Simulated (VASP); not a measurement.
# Cd (P6_3/mmc) in VASP: relaxation of cell and atoms with PBEsol

Aim: the relaxation of cell and atoms of Cd with PBEsol.

Program: VASP 6.6.1. These are calculated values, not measurements. Logs are shortened: lines on timing, memory, paths and dates and some standing lists are left out, and cuts for length are marked.

### Step 1. The cell of the first run

The structure is hexagonal, space group P6_3/mmc (No. 194). Conventional cell: a = 2.980 Å, b = 2.980 Å, c = 5.620 Å, α = 90.00°, β = 90.00°, γ = 120.00°. Within 3.9 Å of Cd (site symmetry -6m2) lie 12 Cd at 2.98 to 3.29 Å.

### Step 2. Relaxation of cell and atoms, PBEsol

File INCAR:

```
SYSTEM = Cd
ALGO     = Normal         ! electronic algorithm
EDIFF    = 1E-6           ! SCF threshold, eV
EDIFFG   = -0.01          ! ionic threshold
ENCUT    = 600            ! plane-wave cutoff, eV
GGA      = PS             ! functional
IBRION   = 2              ! ionic algorithm
ISIF     = 3              ! what is computed and relaxed
ISMEAR   = 0              ! smearing method
LASPH    = .True.         ! aspherical terms in the spheres
LCHARG   = .False.        ! write CHGCAR
LREAL    = .False.        ! projectors in reciprocal space
LWAVE    = .False.        ! write WAVECAR
NELM     = 100            ! most SCF steps
NSW      = 80             ! ionic steps
PREC     = Accurate       ! precision mode
SIGMA    = 0.05           ! smearing width, eV
```

File KPOINTS:

```
k-points
0
Gamma
  16 16 8
  0 0 0
```

File POSCAR:

```
Cd
1.0
    2.9800000000      0.0000000000      0.0000000000
   -1.4900000000      2.5807557033      0.0000000000
    0.0000000000      0.0000000000      5.6202800000
Cd
2
Direct
    0.3333333333      0.6666666667      0.7500000000
    0.6666666667      0.3333333333      0.2500000000
```

Potentials or basis: VASP PAW PBE potentials, release 64 (Cd).

On the command line:

```sh
$ cat potpaw_PBE.64/Cd/POTCAR > POTCAR
$ mpirun -np 1 vasp_std > vasp.out
```

OUTCAR:

```text
SYSTEM = Cd
   EDIFF = 1E-6
   EDIFFG = -0.01
   ENCUT = 600
   GGA = PS
   IBRION = 2
   ISIF = 3
   ISMEAR = 0
   LASPH = .True.
   LREAL = .False.
   NELM = 100
   NSW = 80
   PREC = Accurate

 ion  position               nearest neighbor table
   1  0.333  0.667  0.750-   2 3.29   2 3.29   2 3.29   2 3.29   2 3.29   2 3.29
   2  0.667  0.333  0.250-   1 3.29   1 3.29   1 3.29   1 3.29   1 3.29   1 3.29

  LATTYP: Found a hexagonal cell.
 ALAT       =     2.9800000000
 C/A-ratio  =     1.8860000000

  Lattice vectors:

 A1 = (   2.9800000000,   0.0000000000,   0.0000000000)
 A2 = (  -1.4900000000,   2.5807557033,   0.0000000000)
 A3 = (   0.0000000000,   0.0000000000,   5.6202800000)

Analysis of symmetry for initial positions (statically):
=====================================================================
 Subroutine PRICEL returns:
 Original cell was already a primitive cell.

 Routine SETGRP: Setting up the symmetry group for a
 hexagonal supercell.

 Subroutine GETGRP returns: Found 24 space group operations
 (whereof 12 operations were pure point group operations)
 out of a pool of 24 trial point group operations.

The static configuration has the point symmetry D_3d.
 The point group associated with its full space group is D_6h.

Analysis of symmetry for dynamics (positions and initial velocities):
=====================================================================
 Subroutine PRICEL returns:
 Original cell was already a primitive cell.

 Routine SETGRP: Setting up the symmetry group for a
 hexagonal supercell.

 Subroutine GETGRP returns: Found 24 space group operations
 (whereof 12 operations were pure point group operations)
 out of a pool of 24 trial point group operations.

The dynamic configuration has the point symmetry D_3d.
 The point group associated with its full space group is D_6h.

 Subroutine INISYM returns: Found 24 space group operations
 (whereof 12 operations are pure point group operations),
 and found     1 'primitive' translations

----------------------------------------------------------------------------------------

                                     Primitive cell

  volume of cell :      43.2236

  direct lattice vectors                    reciprocal lattice vectors
     2.980000000  0.000000000  0.000000000     0.335570470  0.193741701  0.000000000
    -1.490000000  2.580755703  0.000000000     0.000000000  0.387483402  0.000000000
     0.000000000  0.000000000  5.620280000     0.000000000  0.000000000  0.177927078

  length of vectors
     2.980000000  2.980000000  5.620280000     0.387483402  0.387483402  0.177927078

  position of ions in fractional coordinates (direct lattice)
     0.333333333  0.666666667  0.750000000
     0.666666667  0.333333333  0.250000000

  ion indices of the primitive-cell ions
   primitive index   ion index
                 1           1
                 2           2

----------------------------------------------------------------------------------------

 KPOINTS: k-points

Automatic generation of k-mesh.
 Grid dimensions read from file:
 generate k-points for:   16   16    8

 Generating k-lattice:

  Cartesian coordinates                     Fractional coordinates (reciprocal lattice)
     0.020973154  0.012108856  0.000000000     0.062500000  0.000000000  0.000000000
     0.000000000  0.024217713  0.000000000     0.000000000  0.062500000  0.000000000
     0.000000000  0.000000000  0.022240885     0.000000000  0.000000000  0.125000000

  Length of vectors
     0.024217713  0.024217713  0.022240885

  Shift w.r.t. Gamma in fractional coordinates (k-lattice)
     0.000000000  0.000000000  0.000000000

 Subroutine IBZKPT returns following result:
 ===========================================

 Found    150 irreducible k-points:

 Following reciprocal coordinates:
            Coordinates               Weight
  0.000000  0.000000  0.000000      1.000000
  0.062500  0.000000  0.000000      6.000000
  0.125000  0.000000  0.000000      6.000000
  0.187500  0.000000  0.000000      6.000000
  0.250000  0.000000  0.000000      6.000000
  0.312500  0.000000  0.000000      6.000000
[... 16 lines left out ...]
  0.187500  0.187500  0.000000      6.000000
  0.250000  0.187500  0.000000     12.000000
 [... further k-points ...]
   k-points           NKPTS =    150   k-points in BZ     NKDIM =    150   number of bands    NBANDS=     16
   number of dos      NEDOS =    301   number of ions     NIONS =      2
   total plane-waves  NPLWV =  27648
   dimension x,y,z NGX =    24 NGY =   24 NGZ =   48
   dimension x,y,z NGXF=    48 NGYF=   48 NGZF=   96
   ions per type =               2
   NGX,Y,Z   is equivalent  to a cutoff of  13.39, 13.39, 14.20 a.u.
   NGXF,Y,Z  is equivalent  to a cutoff of  26.78, 26.78, 28.40 a.u.
 SYSTEM =  Cd
   PREC   = accura    normal or accurate (medium, high low for compatibility)
   ISTART =      0    job   : 0-new  1-cont  2-samecut
   ICHARG =      2    charge: 1-file 2-atom 10-const
   ISPIN  =      1    spin polarized calculation?
   LNONCOLLINEAR =      F non collinear calculations
   LSORBIT =      F    spin-orbit coupling
   LASPH  =      T    aspherical Exc in radial PAW
   ENCUT  =  600.0 eV  44.10 Ry    6.64 a.u.   5.95  5.95 11.23*2*pi/ulx,y,z
   NELM   =    100;   NELMIN=  2; NELMDL= -5     # of ELM steps
   EDIFF  = 0.1E-05   stopping-criterion for ELM
   LREAL  =      F    real-space projection
   EDIFFG = -.1E-01   stopping-criterion for IOM
   NSW    =     80    number of steps for IOM
   IBRION =      2    ionic relax: 0-MD 1-quasi-New 2-CG
   NFREE  =      1    steps in history (QN), initial steepest desc. (CG)
   ISIF   =      3    stress and relaxation
   ISYM   =      2    0-nonsym 1-usesym 2-fastsym
   POTIM  = 0.5000    time-step for ionic-motion
   TEBEG  =    0.0;   TEEND  =   0.0 temperature during run
   PSTRESS=    0.0 pullay stress
   NELECT =      24.0000    total number of electrons
   NUPDOWN=      -1.0000    fix difference up-down
   EMIN   =  10.00;   EMAX   =-10.00  energy-range for DOS
   EFERMI =   0.00;   METHOD = LEGACY
   ISMEAR =     0;   SIGMA  =   0.05  broadening in eV -4-tet -1-fermi 0-gaus
   EFERMI_NEDOS =   21; number of points for ismear=-14 and -15
   IALGO  =     38    algorithm
   IMIX   =      4    mixing-type and parameters
     AMIX     =   0.40;   BMIX     =  1.00
     AMIX_MAG =   1.60;   BMIX_MAG =  1.00
  volume/ion in A,a.u.               =      21.61       145.84
  Fermi-wavevector in a.u.,A,eV,Ry     =   1.345566  2.542750 24.633984  1.810547
  Thomas-Fermi vector in A             =   2.473468
   LORBIT       =      0    0 simple, 1 ext, 2 COOP (PROOUT), +10 PAW based schemes
   GGA     = PS    functional components
   LHFCALC =     F    Hartree Fock is set to
   AEXX    =    0.0000 exact exchange contribution
   IVDW    =     0    specifies the selected vdW correction
   LEPSILON=     F    determine dielectric tensor
   LRPA    =     F    only Hartree local field effects (RPA)
 conjugate gradient relaxation of ions
 non-spin polarized calculation
 Gauss-broadening in eV      SIGMA  =   0.05
  energy-cutoff  :      600.00
  volume of cell :       43.22
 maximum number of plane-waves:      1466
 NGX is ok and might be reduce to    24
   NGX = 11   NGY = 11   NGZ = 23

--------------------------------------- Ionic step        1  -------------------------------------------

 number of electron      23.9999999 magnetization

 Free energy of the ion-electron system (eV)
  ---------------------------------------------------
  ext. energy  EPLUGINS =         0.00000000
  ---------------------------------------------------
  free energy    TOTEN  =        -2.40099323 eV

  energy without entropy =       -2.40080456  energy(sigma->0) =       -2.40089890

------------------------ aborting loop because EDIFF is reached ----------------------------------------

  FORCE on cell =-STRESS in cart. coord.  units (eV):
  Direction    XX          YY          ZZ          XY          YZ          ZX
  --------------------------------------------------------------------------------------
  -------------------------------------------------------------------------------------
  Total       -0.2826838     -0.2826838     -0.5845622     -0.0000000      0.0000000      0.0000000
  in kB      -10.4782905    -10.4782905    -21.6680690     -0.0000000      0.0000000      0.0000000
  external PRESSURE =     -14.2082166 kB  Pullay stress =       0.0000000 kB
[... 237 lines left out ...]
  energy  without entropy=       -2.4090279102  energy(sigma->0) =       -2.40923129

--------------------------------------- Ionic step        8  -------------------------------------------

 number of electron      23.9999996 magnetization

 Free energy of the ion-electron system (eV)
  ---------------------------------------------------
  ext. energy  EPLUGINS =         0.00000000
  ---------------------------------------------------
  free energy    TOTEN  =        -2.40943749 eV

  energy without entropy =       -2.40903834  energy(sigma->0) =       -2.40923791

 E-fermi :   3.0702     XC(G=0): -11.3720

 val. band max:        3.0699147455   @ k =   0.2500   0.1875   0.0000
 cond. band min:       3.1057687581   @ k =   0.3125   0.0000   0.0000
 fundamental gap:      0.0358540126
 Fermi energy:         3.0701873379

 k-point     1 :       0.0000    0.0000    0.0000
  band No.  band energies     occupation
      1      -6.9293      2.00000
      2      -6.6063      2.00000
      3      -6.2505      2.00000
      4      -6.2505      2.00000
      5      -6.1879      2.00000
      6      -6.1879      2.00000
[... 8 lines left out ...]
     15      17.3516      0.00000
     16      17.7404      0.00000
[... 420 lines left out ...]
  band No.  band energies     occupation
      1      -6.6226      2.00000
      2      -6.5119      2.00000
      3      -6.4728      2.00000
      4      -6.1999      2.00000
      5      -6.1169      2.00000
      6      -5.9423      2.00000
[... 8 lines left out ...]
     15       7.6504      0.00000
     16      11.1557      0.00000

 [... further k-points ...]

------------------------ aborting loop because EDIFF is reached ----------------------------------------

  FORCE on cell =-STRESS in cart. coord.  units (eV):
  Direction    XX          YY          ZZ          XY          YZ          ZX
  --------------------------------------------------------------------------------------
  -------------------------------------------------------------------------------------
  Total       -0.0114927     -0.0114927     -0.0193990      0.0000000     -0.0000000      0.0000000
  in kB       -0.4391213     -0.4391213     -0.7412132      0.0000000     -0.0000000      0.0000000
  external PRESSURE =      -0.5398186 kB  Pullay stress =       0.0000000 kB
[... 17 lines left out ...]
  FREE ENERGIE OF THE ION-ELECTRON SYSTEM (eV)
  ---------------------------------------------------
  free  energy   TOTEN  =        -2.4094374913 eV

  energy  without entropy=       -2.4090383355  energy(sigma->0) =       -2.40923791

 reached required accuracy - stopping structural energy minimisation
```

It took 2.6 min on 1 thread of Oxide Virtual Turin-like, shared host; peak memory 0.22 GiB.

Results:

```
Free energy                           : -2.4094 eV
Relaxed volume                        : 20.97 Å³/atom
Relaxed cell                          : a = 2.975 Å, b = 2.975 Å, c = 5.472 Å, α = 90.00°, β = 90.00°, γ = 120.00°
Space group after relaxing (to 0.1 Å) : P6_3/mmc (No. 194)
Energy gained by relaxing             : 4.2 meV/atom
Ionic steps                           : 8
Pressure after relaxing               : -0.1 GPa
Band gap on the k mesh                : zero (bands 12 and 13 overlap by 3.86 eV)
```

The path:
```csv
step,energy change (eV),largest force (eV/Å),pressure (GPa),volume (Å³)
1,0.0000,0.0000,-1.42,43.22
2,-0.0066,0.0000,0.09,42.03
3,-0.0066,0.0000,0.19,41.95
4,-0.0080,0.0000,0.24,41.94
5,-0.0083,0.0000,0.07,41.94
6,-0.0084,0.0000,0.05,41.93
7,-0.0084,0.0000,-0.06,41.93
8,-0.0084,0.0000,-0.05,41.93
```

Final structure:
```
Cd
1.0
     2.97469    0.00000    0.00000
    -1.48735    2.57616    0.00000
     0.00000    0.00000    5.47184
Cd
2
Direct
  0.33333 0.66667 0.75000
  0.66667 0.33333 0.25000
```

Caveat: the PAW data sets were made with another functional, which shifts forces and pressure a little.
